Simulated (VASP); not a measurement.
# MgAsIr3 (Pm-3m) in VASP: further runs

MgAsIr3 is run at these levels: PBE; tasks: single point, relaxation of cell and atoms.

All numbers are computed with VASP 6.6.1; they aren't measurements. Logs are shortened: lines on timing, memory, paths and dates and some standing lists are left out, and cuts for length are marked.

## 1. The cell of the first run

It takes space group Pm-3m (No. 221, cubic). The conventional cell has a = 4.562 Å, b = 4.562 Å, c = 4.562 Å, α = 90.00°, β = 90.00°, γ = 90.00°. Mg (site symmetry m-3m) has 12 Ir at 3.23 Å and 8 As at 3.95 Å within 4.2 Å. Within 3.0 Å of As (site symmetry m-3m) lie 6 Ir at 2.28 Å. Within 3.0 Å of Ir (site symmetry 4/mmm) lie 2 As at 2.28 Å.

## 2. Single point, PBE

INCAR reads:

```
SYSTEM = MgAsIr3
ALGO = Normal
EDIFF = 1E-7
ENCUT = 520
GGA = PE
ISIF = 2
ISMEAR = 0
LASPH = .True.
LCHARG = .False.
LREAL = .False.
LWAVE = .False.
NBANDS = 25
NELM = 100
PREC = Accurate
SIGMA = 0.1
```

KPOINTS reads:

```
k-points
0
Gamma
  8 8 8
  0 0 0
```

POSCAR reads:

```
MgAsIr3
1.0
    4.5618100423      0.0000000000      0.0000000000
    0.0000000000      4.5618100423      0.0000000000
    0.0000000000      0.0000000000      4.5618100423
Mg As Ir
1 1 3
Direct
    0.0000000000      0.0000000000      0.0000000000
    0.5000000000      0.5000000000      0.5000000000
    0.5000000000      0.5000000000      0.0000000000
    0.0000000000      0.5000000000      0.5000000000
    0.5000000000      0.0000000000      0.5000000000
```

Potentials or basis: VASP PAW PBE potentials, release 64 (Mg, As, Ir).

On the command line:

```
$ cat potpaw_PBE.64/Mg/POTCAR potpaw_PBE.64/As/POTCAR potpaw_PBE.64/Ir/POTCAR > POTCAR
$ mpirun -np 1 vasp_std > vasp.out
```

OUTCAR:

```text
SYSTEM = MgAsIr3
   EDIFF = 1E-7
   ENCUT = 520
   GGA = PE
   ISIF = 2
   ISMEAR = 0
   LASPH = .True.
   LREAL = .False.
   NELM = 100
   PREC = Accurate

 ion  position               nearest neighbor table
   1  0.000  0.000  0.000-   3 3.23   4 3.23   5 3.23   4 3.23   5 3.23   3 3.23   4 3.23   4 3.23
                             3 3.23   5 3.23   5 3.23   3 3.23
   2  0.500  0.500  0.500-   3 2.28   4 2.28   5 2.28   3 2.28   5 2.28   4 2.28
   3  0.500  0.500  0.000-   2 2.28   2 2.28   4 3.23   5 3.23   1 3.23   4 3.23   5 3.23   1 3.23
                             5 3.23   5 3.23   1 3.23   4 3.23   4 3.23   1 3.23
   4  0.000  0.500  0.500-   2 2.28   2 2.28   3 3.23   5 3.23   1 3.23   3 3.23   1 3.23   5 3.23
                             1 3.23   1 3.23   3 3.23   5 3.23   3 3.23   5 3.23
   5  0.500  0.000  0.500-   2 2.28   2 2.28   3 3.23   4 3.23   1 3.23   3 3.23   1 3.23   3 3.23
                             4 3.23   3 3.23   1 3.23   4 3.23   1 3.23   4 3.23

  LATTYP: Found a simple cubic cell.
 ALAT       =     4.5618100423

  Lattice vectors:

 A1 = (   4.5618100423,   0.0000000000,   0.0000000000)
 A2 = (   0.0000000000,   4.5618100423,   0.0000000000)
 A3 = (   0.0000000000,   0.0000000000,   4.5618100423)

Analysis of symmetry for initial positions (statically):
=====================================================================
 Subroutine PRICEL returns:
 Original cell was already a primitive cell.

 Routine SETGRP: Setting up the symmetry group for a
 simple cubic supercell.

 Subroutine GETGRP returns: Found 48 space group operations
 (whereof 48 operations were pure point group operations)
 out of a pool of 48 trial point group operations.

The static configuration has the point symmetry O_h .

Analysis of symmetry for dynamics (positions and initial velocities):
=====================================================================
 Subroutine PRICEL returns:
 Original cell was already a primitive cell.

 Routine SETGRP: Setting up the symmetry group for a
 simple cubic supercell.

 Subroutine GETGRP returns: Found 48 space group operations
 (whereof 48 operations were pure point group operations)
 out of a pool of 48 trial point group operations.

The dynamic configuration has the point symmetry O_h .

 Subroutine INISYM returns: Found 48 space group operations
 (whereof 48 operations are pure point group operations),
 and found     1 'primitive' translations

----------------------------------------------------------------------------------------

                                     Primitive cell

  volume of cell :      94.9318

  direct lattice vectors                    reciprocal lattice vectors
     4.561810042  0.000000000  0.000000000     0.219211232  0.000000000  0.000000000
     0.000000000  4.561810042  0.000000000     0.000000000  0.219211232  0.000000000
     0.000000000  0.000000000  4.561810042     0.000000000  0.000000000  0.219211232

  length of vectors
     4.561810042  4.561810042  4.561810042     0.219211232  0.219211232  0.219211232

  position of ions in fractional coordinates (direct lattice)
     0.000000000  0.000000000  0.000000000
     0.500000000  0.500000000  0.500000000
     0.500000000  0.500000000  0.000000000
     0.000000000  0.500000000  0.500000000
     0.500000000  0.000000000  0.500000000

  ion indices of the primitive-cell ions
   primitive index   ion index
                 1           1
                 2           2
                 3           3
                 4           4
                 5           5

----------------------------------------------------------------------------------------

 KPOINTS: k-points

Automatic generation of k-mesh.
 Grid dimensions read from file:
 generate k-points for:    8    8    8

 Generating k-lattice:

  Cartesian coordinates                     Fractional coordinates (reciprocal lattice)
     0.027401404  0.000000000  0.000000000     0.125000000  0.000000000  0.000000000
     0.000000000  0.027401404  0.000000000     0.000000000  0.125000000  0.000000000
     0.000000000  0.000000000  0.027401404     0.000000000  0.000000000  0.125000000

  Length of vectors
     0.027401404  0.027401404  0.027401404

  Shift w.r.t. Gamma in fractional coordinates (k-lattice)
     0.000000000  0.000000000  0.000000000

 Subroutine IBZKPT returns following result:
 ===========================================

 Found     35 irreducible k-points:

 Following reciprocal coordinates:
            Coordinates               Weight
  0.000000  0.000000  0.000000      1.000000
  0.125000  0.000000  0.000000      6.000000
  0.250000  0.000000  0.000000      6.000000
  0.375000  0.000000  0.000000      6.000000
  0.500000  0.000000  0.000000      3.000000
  0.125000  0.125000  0.000000     12.000000
[... 16 lines left out ...]
  0.375000  0.375000  0.125000     24.000000
  0.500000  0.375000  0.125000     24.000000
 [... further k-points ...]
   k-points           NKPTS =     35   k-points in BZ     NKDIM =     35   number of bands    NBANDS=     25
   number of dos      NEDOS =    301   number of ions     NIONS =      5
   total plane-waves  NPLWV =  46656
   dimension x,y,z NGX =    36 NGY =   36 NGZ =   36
   dimension x,y,z NGXF=    72 NGYF=   72 NGZF=   72
   ions per type =               1   1   3
   NGX,Y,Z   is equivalent  to a cutoff of  13.12, 13.12, 13.12 a.u.
   NGXF,Y,Z  is equivalent  to a cutoff of  26.24, 26.24, 26.24 a.u.
 SYSTEM =  MgAsIr3
   PREC   = accura    normal or accurate (medium, high low for compatibility)
   ISTART =      0    job   : 0-new  1-cont  2-samecut
   ICHARG =      2    charge: 1-file 2-atom 10-const
   ISPIN  =      1    spin polarized calculation?
   LNONCOLLINEAR =      F non collinear calculations
   LSORBIT =      F    spin-orbit coupling
   LASPH  =      T    aspherical Exc in radial PAW
   ENCUT  =  520.0 eV  38.22 Ry    6.18 a.u.   8.48  8.48  8.48*2*pi/ulx,y,z
   NELM   =    100;   NELMIN=  2; NELMDL= -5     # of ELM steps
   EDIFF  = 0.1E-06   stopping-criterion for ELM
   LREAL  =      F    real-space projection
   EDIFFG = 0.1E-05   stopping-criterion for IOM
   NSW    =      0    number of steps for IOM
   IBRION =     -1    ionic relax: 0-MD 1-quasi-New 2-CG
   NFREE  =      0    steps in history (QN), initial steepest desc. (CG)
   ISIF   =      2    stress and relaxation
   ISYM   =      2    0-nonsym 1-usesym 2-fastsym
   POTIM  = 0.5000    time-step for ionic-motion
   TEBEG  =    0.0;   TEEND  =   0.0 temperature during run
   PSTRESS=    0.0 pullay stress
   NELECT =      34.0000    total number of electrons
   NUPDOWN=      -1.0000    fix difference up-down
   EMIN   =  10.00;   EMAX   =-10.00  energy-range for DOS
   EFERMI =   0.00;   METHOD = LEGACY
   ISMEAR =     0;   SIGMA  =   0.10  broadening in eV -4-tet -1-fermi 0-gaus
   EFERMI_NEDOS =   21; number of points for ismear=-14 and -15
   IALGO  =     38    algorithm
   IMIX   =      4    mixing-type and parameters
     AMIX     =   0.40;   BMIX     =  1.00
     AMIX_MAG =   1.60;   BMIX_MAG =  1.00
  volume/ion in A,a.u.               =      18.99       128.13
  Fermi-wavevector in a.u.,A,eV,Ry     =   1.162601  2.196997 18.390186  1.351641
  Thomas-Fermi vector in A             =   2.299160
   LORBIT       =      0    0 simple, 1 ext, 2 COOP (PROOUT), +10 PAW based schemes
   GGA     = PE    functional components
   LHFCALC =     F    Hartree Fock is set to
   AEXX    =    0.0000 exact exchange contribution
   IVDW    =     0    specifies the selected vdW correction
   LEPSILON=     F    determine dielectric tensor
   LRPA    =     F    only Hartree local field effects (RPA)
 non-spin polarized calculation
 Gauss-broadening in eV      SIGMA  =   0.10
  energy-cutoff  :      520.00
  volume of cell :       94.93
 maximum number of plane-waves:      2569
 NGX is ok and might be reduce to    36
   NGX = 17   NGY = 17   NGZ = 17

 number of electron      34.0000007 magnetization

 Free energy of the ion-electron system (eV)
  ---------------------------------------------------
  ext. energy  EPLUGINS =         0.00000000
  ---------------------------------------------------
  free energy    TOTEN  =       -29.46662969 eV

  energy without entropy =      -29.45871119  energy(sigma->0) =      -29.46267044

 E-fermi :   5.5648     XC(G=0): -11.0642

 val. band max:        5.5062744903   @ k =   0.2500   0.2500   0.2500
 cond. band min:       5.5832951519   @ k =   0.5000   0.5000   0.1250
 fundamental gap:      0.0770206615
 Fermi energy:         5.5647569155

 k-point     1 :       0.0000    0.0000    0.0000
  band No.  band energies     occupation
      1      -9.2757      2.00000
      2      -0.2969      2.00000
      3       1.2432      2.00000
      4       1.2432      2.00000
      5       1.2432      2.00000
      6       2.0636      2.00000
[... 17 lines left out ...]
     24       9.2958      0.00000
     25       9.6698      0.00000

 k-point     2 :       0.1250    0.0000    0.0000
  band No.  band energies     occupation
      1      -9.1833      2.00000
      2      -0.2255      2.00000
      3       0.9567      2.00000
      4       1.1241      2.00000
      5       1.1241      2.00000
      6       1.2656      2.00000
[... 17 lines left out ...]
     24       9.4524      0.00000
     25      10.1900      0.00000

 k-point     3 :       0.2500    0.0000    0.0000
  band No.  band energies     occupation
      1      -8.9398      2.00000
      2      -0.6906      2.00000
      3       0.3206      2.00000
      4       0.8992      2.00000
      5       0.8992      2.00000
      6       1.3220      2.00000
[... 17 lines left out ...]
     24       9.8709      0.00000
     25      11.5457      0.00000

 k-point     4 :       0.3750    0.0000    0.0000
  band No.  band energies     occupation
      1      -8.6584      2.00000
      2      -1.6929      2.00000
      3       0.7201      2.00000
      4       0.7201      2.00000
      5       0.7674      2.00000
      6       1.3823      2.00000
[... 17 lines left out ...]
     24      10.3990      0.00000
     25      11.8790      0.00000

 k-point     5 :       0.5000    0.0000    0.0000
  band No.  band energies     occupation
      1      -8.5268      2.00000
      2      -2.0889      2.00000
      3       0.6541      2.00000
      4       0.6541      2.00000
      5       1.3460      2.00000
      6       1.4071      2.00000
[... 17 lines left out ...]
     24      10.6995      0.00000
     25      11.6745      0.00000

 k-point     6 :       0.1250    0.1250    0.0000
  band No.  band energies     occupation
      1      -9.0900      2.00000
      2      -0.1598      2.00000
      3       0.6041      2.00000
      4       0.8111      2.00000
      5       0.9463      2.00000
      6       1.3826      2.00000
[... 17 lines left out ...]
     24      10.0846      0.00000
     25      10.2689      0.00000
[... 393 lines left out ...]
 k-point    21 :       0.3750    0.2500    0.1250
  band No.  band energies     occupation
      1      -8.1834      2.00000
      2      -1.9140      2.00000
      3      -1.0523      2.00000
      4      -0.1656      2.00000
      5       1.2631      2.00000
      6       2.0990      2.00000
[... 17 lines left out ...]
     24      11.1163      0.00000
     25      11.9628      0.00000

 k-point    22 :       0.5000    0.2500    0.1250
  band No.  band energies     occupation
      1      -8.0389      2.00000
      2      -2.2899      2.00000
      3      -1.1081      2.00000
      4      -0.2215      2.00000
      5       1.6706      2.00000
      6       1.9260      2.00000
[... 17 lines left out ...]
     24      11.2681      0.00000
     25      12.0389      0.00000

 k-point    23 :       0.3750    0.3750    0.1250
  band No.  band energies     occupation
      1      -7.8587      2.00000
      2      -2.0759      2.00000
      3      -1.9359      2.00000
      4      -0.3376      2.00000
      5       1.6185      2.00000
      6       2.3258      2.00000
[... 17 lines left out ...]
     24      11.8134      0.00000
     25      12.6147      0.00000

 k-point    24 :       0.5000    0.3750    0.1250
  band No.  band energies     occupation
      1      -7.7019      2.00000
      2      -2.3911      2.00000
      3      -2.0455      2.00000
      4      -0.4003      2.00000
      5       1.8791      2.00000
      6       2.2581      2.00000
[... 17 lines left out ...]
     24      11.5089      0.00000
     25      12.7766      0.00000

 [... further k-points ...]

------------------------ aborting loop because EDIFF is reached ----------------------------------------

  FORCE on cell =-STRESS in cart. coord.  units (eV):
  Direction    XX          YY          ZZ          XY          YZ          ZX
  --------------------------------------------------------------------------------------
  -------------------------------------------------------------------------------------
  Total        0.4491119      0.4491119      0.4491119     -0.0000000     -0.0000000      0.0000000
  in kB        7.5797273      7.5797273      7.5797273     -0.0000000     -0.0000000      0.0000000
  external PRESSURE =       7.5797273 kB  Pullay stress =       0.0000000 kB

 VOLUME and BASIS-vectors are now :
 -----------------------------------------------------------------------------
  energy-cutoff  :      520.00
  volume of cell :       94.93
      direct lattice vectors                 reciprocal lattice vectors
     4.561810042  0.000000000  0.000000000     0.219211232  0.000000000  0.000000000
     0.000000000  4.561810042  0.000000000     0.000000000  0.219211232  0.000000000
     0.000000000  0.000000000  4.561810042     0.000000000  0.000000000  0.219211232

 POSITION                                       TOTAL-FORCE (eV/Angst)
 -----------------------------------------------------------------------------------
      0.00000      0.00000      0.00000         0.000000      0.000000      0.000000
      2.28091      2.28091      2.28091         0.000000      0.000000      0.000000
      2.28091      2.28091      0.00000         0.000000      0.000000      0.000000
      0.00000      2.28091      2.28091         0.000000      0.000000      0.000000
      2.28091      0.00000      2.28091         0.000000      0.000000      0.000000
 -----------------------------------------------------------------------------------
    total drift:                                0.000000      0.000000      0.000000

  FREE ENERGIE OF THE ION-ELECTRON SYSTEM (eV)
  ---------------------------------------------------
  free  energy   TOTEN  =       -29.4666296912 eV

  energy  without entropy=      -29.4587111852  energy(sigma->0) =      -29.46267044
```

It took 55 s on 1 thread of Intel Xeon Platinum 8375C at 2.90GHz (Ice Lake), shared host; peak memory 0.26 GiB.

What came out:

```
Free energy            : -29.4666 eV
Pressure               : 0.8 GPa
Band gap on the k mesh : zero (band 17 reaches 5.62 eV, above the bottom of band 18 at 5.31 eV)
```

Caveat: spin-orbit coupling is left out, which moves the levels of the heavy elements.

## 3. Relaxation of cell and atoms, PBE

INCAR reads:

```
  PREC = Accurate
  ENCUT = 600
  EDIFF = 1E-6
  ISMEAR = 0
  SIGMA = 0.1
  LREAL = False
  LASPH = True
  NELM = 100
  ALGO = Normal
  ISIF = 3
  LWAVE = False
  LCHARG = False
  GGA = PE
  IBRION = 2
  NSW = 100
  EDIFFG = -0.01
```

KPOINTS reads:

```
Automatic mesh
0
Gamma
  8 8 8
```

POSCAR is that of step 2.

Potentials or basis: VASP PAW PBE potentials, release 64 (Mg, As, Ir).

On the command line:

```
$ cat potpaw_PBE.64/Mg/POTCAR potpaw_PBE.64/As/POTCAR potpaw_PBE.64/Ir/POTCAR > POTCAR
$ mpirun -np 1 vasp_std > vasp.out
```

It took 1.8 min on 1 thread of Intel Xeon Platinum 8375C at 2.90GHz (Ice Lake), shared host; peak memory 0.29 GiB.

It converged, with:

```
Free energy                            : -29.4684 eV
Relaxed volume                         : 19.09 Å³/atom
Relaxed cell                           : a = 4.570 Å, b = 4.570 Å, c = 4.570 Å, α = 90.00°, β = 90.00°, γ = 90.00°
Space group after relaxing (to 0.05 Å) : Pm-3m (No. 221)
Energy gained by relaxing              : 0.2 meV/atom
Ionic steps                            : 3
Pressure after relaxing                : 0.0 GPa
Band gap on the k mesh                 : zero (band 17 reaches 5.57 eV, above the bottom of band 18 at 5.26 eV)
```

Step by step:
```csv
step,energy change (eV),largest force (eV/Å),pressure (GPa),volume (Å³)
1,0.0000,0.0000,0.79,94.93
2,0.0016,0.0000,-1.15,96.22
3,-0.0012,0.0000,0.01,95.44
```

Final structure:
```xyz
5
Lattice="4.5699 0.0000 0.0000 0.0000 4.5699 0.0000 0.0000 0.0000 4.5699" Properties=species:S:1:pos:R:3 pbc="T T T"
Mg    0.0000    0.0000    0.0000
As    2.2850    2.2850    2.2850
Ir    2.2850    2.2850    0.0000
Ir    0.0000    2.2850    2.2850
Ir    2.2850    0.0000    2.2850
```

Levels at points of the mesh, in eV from the Fermi level:
```csv
k point,band 15,band 16,band 17,band 18,band 19,band 20
"(0.00, 0.00, 0.00)",-1.22,-0.25,-0.25,-0.25,0.23,3.03
"(0.50, 0.00, 0.00)",-1.30,-0.91,-0.25,0.53,0.53,2.76
"(0.50, 0.50, 0.00)",-1.25,-0.66,0.06,0.30,0.30,1.52
"(0.50, 0.50, 0.50)",-0.68,-0.68,-0.15,-0.15,-0.15,1.17
```

Caveat: spin-orbit coupling is left out, which moves the levels of the heavy elements.

## 4. Single point, PBE

This run uses another cell than the first one, of 17.23 Å³/atom, 0.908 times its volume.

INCAR reads:

```
ALGO     = Normal         # electronic algorithm
EDIFF    = 1E-6           # SCF threshold, eV
ENCUT    = 520            # plane-wave cutoff, eV
GGA      = PE             # functional
ISIF     = 2              # what is computed and relaxed
ISMEAR   = 0              # smearing method
LASPH    = T              # aspherical terms in the spheres
LCHARG   = F              # write CHGCAR
LREAL    = F              # projectors in reciprocal space
LWAVE    = F              # write WAVECAR
NBANDS   = 25             # bands
NELM     = 100            # most SCF steps
PREC     = Accurate       # precision mode
SIGMA    = 0.1            # smearing width, eV
```

KPOINTS reads:

```
k-points
0
Gamma
  4 4 4
```

POSCAR: that of step 3 with these lines changed.

```diff
@@ -2,5 +2,5 @@
 1.0
-    4.5618100423      0.0000000000      0.0000000000
-    0.0000000000      4.5618100423      0.0000000000
-    0.0000000000      0.0000000000      4.5618100423
+    4.4168430300      0.0000000000      0.0000000000
+    0.0000000000      4.4168430300      0.0000000000
+    0.0000000000      0.0000000000      4.4168430300
 Mg As Ir
```

On the command line:

```
$ cat potpaw_PBE.64/Mg/POTCAR potpaw_PBE.64/As/POTCAR potpaw_PBE.64/Ir/POTCAR > POTCAR
$ mpirun -np 1 vasp_std > vasp.out
```

Wall time 18 s (1 thread of Intel Xeon Platinum 8375C at 2.90GHz (Ice Lake), shared host); peak memory 0.21 GiB.

The run converged. Its results:

```
Free energy            : -28.8777 eV
Pressure               : 18.9 GPa
Band gap on the k mesh : zero (band 17 reaches 6.62 eV, above the bottom of band 18 at 6.38 eV)
```

Levels at points of the mesh, in eV from the Fermi level:
| k point | band 14 | band 15 | band 16 | band 17 | band 18 | band 19 | band 20 | band 21 |
| --- | --- | --- | --- | --- | --- | --- | --- | --- |
| (0.00, 0.00, 0.00) | -1.42 | -1.42 | -0.25 | -0.25 | -0.25 | 0.31 | 3.57 | 3.57 |
| (0.50, 0.00, 0.00) | -1.51 | -1.51 | -1.05 | -0.25 | 0.66 | 0.66 | 3.25 | 3.50 |
| (0.50, 0.50, 0.00) | -1.92 | -1.46 | -0.75 | 0.00 | 0.40 | 0.40 | 1.92 | 2.52 |
| (0.50, 0.50, 0.50) | -0.97 | -0.86 | -0.86 | -0.14 | -0.14 | -0.14 | 1.43 | 1.43 |

Caveat: spin-orbit coupling is left out, which moves the levels of the heavy elements.

## 5. Overview

```tsv
task	cell	k mesh	cutoff (eV)	gap on the mesh (eV)	pressure (GPa)
single point	a = 4.562 Å, 5 atoms	8 × 8 × 8	520	none	0.8
relaxation of cell and atoms	relaxed from a = 4.562 Å, 5 atoms	8 × 8 × 8	600	none	0.0
single point	a = 4.417 Å, 5 atoms	4 × 4 × 4	520	none	18.9
```

Alike in all rows: level PBE; potentials or basis VASP PAW PBE potentials, release 64 (Mg, As, Ir); no spin polarisation; smearing gaussian 0.1 eV.

Caveats: spin-orbit coupling is left out, which moves the levels of the heavy elements.

Total energies depend on the potentials used, so only differences within one code and one set of settings carry meaning.
